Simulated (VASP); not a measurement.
# Rh (Fm-3m) in VASP: settings compared

Aim: see how the results for Rh move with the level of theory and the settings. Levels: LDA, r2SCAN. Tasks: single point.

Everything below comes from runs of VASP 6.6.1. Logs are shortened: lines on timing, memory, paths and dates and some standing lists are left out, and cuts for length are marked.

**1. The cell of the first run**

It takes space group Fm-3m (No. 225, cubic). The conventional cell has a = 3.846 Å, b = 3.846 Å, c = 3.846 Å, α = 90.00°, β = 90.00°, γ = 90.00°. Rh (site symmetry m-3m) has 12 Rh at 2.72 Å within 3.6 Å.

**2. Single point, LDA**

INCAR

```
  ALGO = Normal
  EDIFF = 1E-6
  ENCUT = 530
  GGA_COMPAT = False
  ISIF = 2
  ISMEAR = -1
  LASPH = True
  LCHARG = False
  LREAL = False
  LWAVE = False
  NBANDS = 14
  NELM = 120
  PREC = Accurate
  SIGMA = 0.05
```

KPOINTS

```
k-points
0
Gamma
  12 12 12
```

POSCAR

```
Rh
1.0
    0.0000000000      1.9228245745      1.9228245745
    1.9228245745      0.0000000000      1.9228245745
    1.9228245745      1.9228245745      0.0000000000
Rh
1
Direct
    0.0000000000      0.0000000000      0.0000000000
```

Potentials or basis: VASP PAW LDA potentials, release 64 (Rh_sv_GW).

Run with:

```
$ cat potpaw_LDA.64/Rh_sv_GW/POTCAR > POTCAR
$ mpirun -np 1 vasp_std > vasp.out
```

OUTCAR:

```text
EDIFF = 1E-6
   ENCUT = 530
   ISIF = 2
   ISMEAR = -1
   LASPH = True
   LREAL = False
   NELM = 120
   PREC = Accurate

 ion  position               nearest neighbor table
   1  0.000  0.000  0.000-

  LATTYP: Found a face centered cubic cell.
 ALAT       =     3.8456491490

  Lattice vectors:

 A1 = (   0.0000000000,   1.9228245745,   1.9228245745)
 A2 = (   1.9228245745,   0.0000000000,   1.9228245745)
 A3 = (   1.9228245745,   1.9228245745,   0.0000000000)

Analysis of symmetry for initial positions (statically):
[... 33 lines left out ...]
                                     Primitive cell

  volume of cell :      14.2183

  direct lattice vectors                    reciprocal lattice vectors
     0.000000000  1.922824575  1.922824575    -0.260034122  0.260034122  0.260034122
     1.922824575  0.000000000  1.922824575     0.260034122 -0.260034122  0.260034122
     1.922824575  1.922824575  0.000000000     0.260034122  0.260034122 -0.260034122

  length of vectors
     2.719284591  2.719284591  2.719284591     0.450392311  0.450392311  0.450392311

  position of ions in fractional coordinates (direct lattice)
     0.000000000  0.000000000  0.000000000

  ion indices of the primitive-cell ions
   primitive index   ion index
                 1           1

----------------------------------------------------------------------------------------

 KPOINTS: k-points

Automatic generation of k-mesh.
 Grid dimensions read from file:
 generate k-points for:   12   12   12

 Generating k-lattice:

  Cartesian coordinates                     Fractional coordinates (reciprocal lattice)
    -0.021669510  0.021669510  0.021669510     0.083333333  0.000000000  0.000000000
     0.021669510 -0.021669510  0.021669510     0.000000000  0.083333333  0.000000000
     0.021669510  0.021669510 -0.021669510     0.000000000  0.000000000  0.083333333

  Length of vectors
     0.037532693  0.037532693  0.037532693

  Shift w.r.t. Gamma in fractional coordinates (k-lattice)
     0.000000000  0.000000000  0.000000000

 Subroutine IBZKPT returns following result:
 ===========================================

 Found     72 irreducible k-points:

 Following reciprocal coordinates:
            Coordinates               Weight
  0.000000  0.000000  0.000000      1.000000
  0.083333  0.000000  0.000000      8.000000
  0.166667  0.000000  0.000000      8.000000
  0.250000  0.000000  0.000000      8.000000
[... 37 lines left out ...]
   ENCUT  =  530.0 eV  38.95 Ry    6.24 a.u.   5.10  5.10  5.10*2*pi/ulx,y,z
   NELM   =    120;   NELMIN=  2; NELMDL= -5     # of ELM steps
   EDIFF  = 0.1E-05   stopping-criterion for ELM
   LREAL  =      F    real-space projection
   EDIFFG = 0.1E-04   stopping-criterion for IOM
   NSW    =      0    number of steps for IOM
   IBRION =     -1    ionic relax: 0-MD 1-quasi-New 2-CG
   NFREE  =      0    steps in history (QN), initial steepest desc. (CG)
   ISIF   =      2    stress and relaxation
   ISYM   =      2    0-nonsym 1-usesym 2-fastsym
   POTIM  = 0.5000    time-step for ionic-motion
   TEBEG  =    0.0;   TEEND  =   0.0 temperature during run
   PSTRESS=    0.0 pullay stress
   NELECT =      17.0000    total number of electrons
   NUPDOWN=      -1.0000    fix difference up-down
   EMIN   =  10.00;   EMAX   =-10.00  energy-range for DOS
   EFERMI =   0.00;   METHOD = LEGACY
   ISMEAR =    -1;   SIGMA  =   0.05  broadening in eV -4-tet -1-fermi 0-gaus
   EFERMI_NEDOS =   21; number of points for ismear=-14 and -15
   IALGO  =     38    algorithm
   IMIX   =      4    mixing-type and parameters
     AMIX     =   0.40;   BMIX     =  1.00
     AMIX_MAG =   1.60;   BMIX_MAG =  1.00
  volume/ion in A,a.u.               =      14.22        95.95
  Fermi-wavevector in a.u.,A,eV,Ry     =   1.737567  3.283525 41.077865  3.019138
  Thomas-Fermi vector in A             =   2.810766
   LORBIT       =      0    0 simple, 1 ext, 2 COOP (PROOUT), +10 PAW based schemes
   GGA     = CA    functional components
   LHFCALC =     F    Hartree Fock is set to
   AEXX    =    0.0000 exact exchange contribution
   IVDW    =     0    specifies the selected vdW correction
   LEPSILON=     F    determine dielectric tensor
   LRPA    =     F    only Hartree local field effects (RPA)
 non-spin polarized calculation
  energy-cutoff  :      530.00
  volume of cell :       14.22
 maximum number of plane-waves:       411
   NGX = 11   NGY = 11   NGZ = 11

 number of electron      17.0000002 magnetization

 Free energy of the ion-electron system (eV)
  ---------------------------------------------------
  ext. energy  EPLUGINS =         0.00000000
  ---------------------------------------------------
  free energy    TOTEN  =        -7.77427765 eV

  energy without entropy =       -7.76541072  energy(sigma->0) =       -7.76984418

 E-fermi :  10.0233     XC(G=0): -14.2108

 val. band max:        9.9437110723   @ k =   0.3333   0.0833   0.0000
 cond. band min:      10.0608132441   @ k =   0.3333   0.1667   0.0000
 fundamental gap:      0.1171021718
 Fermi energy:        10.0233001868

 k-point     1 :       0.0000    0.0000    0.0000
  band No.  band energies     occupation
      1     -68.3537      2.00000
      2     -36.0901      2.00000
      3     -36.0901      2.00000
      4     -36.0901      2.00000
      5       2.2379      2.00000
      6       7.0525      2.00000
      7       7.0525      2.00000
      8       7.0525      2.00000
      9       9.0668      2.00000
     10       9.0668      2.00000
     11      25.8106      0.00000
     12      30.9213      0.00000
     13      30.9213      0.00000
     14      30.9213      0.00000
[... 377 lines left out ...]
      1     -68.2436      2.00000
      2     -36.6937      2.00000
      3     -36.3027      2.00000
      4     -36.2067      2.00000
      5       4.8223      2.00000
      6       6.4427      2.00000
      7       7.6400      2.00000
      8       8.0327      2.00000
      9      10.2519      0.02045
     10      14.0012      0.00000
     11      18.3770      0.00000
     12      25.7348      0.00000
     13      28.4108      0.00000
     14      29.9297      0.00000

 [... further k-points ...]
[... 5 lines left out ...]
  --------------------------------------------------------------------------------------
  -------------------------------------------------------------------------------------
  Total       -1.8911323     -1.8911323     -1.8911323     -0.0000000     -0.0000000     -0.0000000
  in kB     -213.1000287   -213.1000287   -213.1000287     -0.0000000     -0.0000000     -0.0000000
  external PRESSURE =    -213.1000287 kB  Pullay stress =       0.0000000 kB

 VOLUME and BASIS-vectors are now :
 -----------------------------------------------------------------------------
  energy-cutoff  :      530.00
  volume of cell :       14.22
      direct lattice vectors                 reciprocal lattice vectors
     0.000000000  1.922824575  1.922824575    -0.260034122  0.260034122  0.260034122
     1.922824575  0.000000000  1.922824575     0.260034122 -0.260034122  0.260034122
     1.922824575  1.922824575  0.000000000     0.260034122  0.260034122 -0.260034122

 POSITION                                       TOTAL-FORCE (eV/Angst)
 -----------------------------------------------------------------------------------
      0.00000      0.00000      0.00000         0.000000     -0.000000      0.000000
 -----------------------------------------------------------------------------------
    total drift:                                0.000000      0.000000      0.000000

  FREE ENERGIE OF THE ION-ELECTRON SYSTEM (eV)
  ---------------------------------------------------
  free  energy   TOTEN  =        -7.7742776460 eV

  energy  without entropy=       -7.7654107183  energy(sigma->0) =       -7.76984418
```

OSZICAR:

```text
N       E                     dE             d eps       ncg     rms          rms(c)
DAV:   1     0.238981189037E+03    0.23898E+03   -0.10129E+04  2120   0.153E+03
DAV:   2     0.371480664728E+01   -0.23527E+03   -0.21581E+03  2040   0.625E+02
DAV:   3    -0.881868190190E+01   -0.12533E+02   -0.11943E+02  2928   0.139E+02
DAV:   4    -0.910419373104E+01   -0.28551E+00   -0.28539E+00  2294   0.236E+01
DAV:   5    -0.912493573721E+01   -0.20742E-01   -0.20741E-01  3368   0.605E+00    0.565E+01
DAV:   6    -0.782753621720E+01    0.12974E+01   -0.26688E+00  3150   0.368E+01    0.223E+01
DAV:   7    -0.778106009346E+01    0.46476E-01   -0.61702E-02  2524   0.374E+00    0.837E+00
DAV:   8    -0.777435320787E+01    0.67069E-02   -0.15793E-02  2436   0.329E+00    0.290E-01
DAV:   9    -0.777429641367E+01    0.56794E-04   -0.54641E-04  3296   0.415E-01    0.144E-01
DAV:  10    -0.777427764433E+01    0.18769E-04   -0.25204E-05  2790   0.875E-02    0.135E-02
DAV:  11    -0.777427764598E+01   -0.16512E-08   -0.68157E-07  1658   0.179E-02
   1 F= -.77742776E+01 E0= -.77698442E+01  d E =-.886693E-02
```

Run time: 11 s. Hardware: 1 thread of Intel Xeon Platinum 8259CL at 2.50GHz (Skylake/Cascade Lake), shared host; peak memory 0.14 GiB.

What came out:

- Free energy: -7.7743 eV
- Pressure: -21.3 GPa

Levels at points of the mesh, in eV from the Fermi level:
```
           k point  band 5  band 6  band 7  band 8  band 9  band 10  band 11  band 12
(0.00, 0.00, 0.00)   -7.79   -2.97   -2.97   -2.97   -0.96    -0.96    15.79    20.90
(0.50, 0.00, 0.00)   -5.91   -3.03   -3.03    0.53    0.53     0.72     8.23    15.33
(0.50, 0.50, 0.00)   -6.05   -5.71    0.51    0.91    0.91     3.15    11.80    12.96
```

[end of part 1 of 2]
